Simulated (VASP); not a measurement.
Runs of VASP 6.6.1 on Al2InAs3. The structure is that of space group I-4m2 (No. 119), or close to it. The cells are those of the table. 

```tsv
task	cell	k mesh	cutoff (eV)	smearing	gap on the mesh (eV)	pressure (GPa)	largest force (eV/Å)
single point	a = 9.306 Å, angles 154.2, 154.2, 36.8°, 6 atoms	10 × 10 × 10	520	gaussian 0.02 eV	0.84	(a)	-
single point	a = 8.779 Å, angles 154.2, 154.2, 36.9°, 6 atoms	6 × 6 × 6	520	gaussian 0.1 eV	1.19	(b)	2.33
relaxation of cell and atoms	relaxed from a = 8.779 Å, angles 154.2, 154.2, 36.9°, 6 atoms	6 × 6 × 6	600	gaussian 0.1 eV	0.84	0.0	0.01
single point	a = 9.288 Å, angles 154.2, 154.2, 36.8°, 6 atoms	6 × 6 × 6	520	gaussian 0.1 eV	0.86	0.2	-
```

Alike in all rows: level PBE; potentials or basis VASP PAW PBE potentials, release 64 (Al, In_d, As); no spin polarisation.

Problem. Fill in the values left out.

Solution. (a) 0.1; (b) 16.5.

Caveats: spin-orbit coupling is left out, which moves the levels of the heavy elements; forces of over 1 eV/Å act on the atoms, so gaps and moduli don't describe the material at rest (some runs).

A k mesh can miss the band edges, and the runs leave out spin-orbit coupling on As, In.
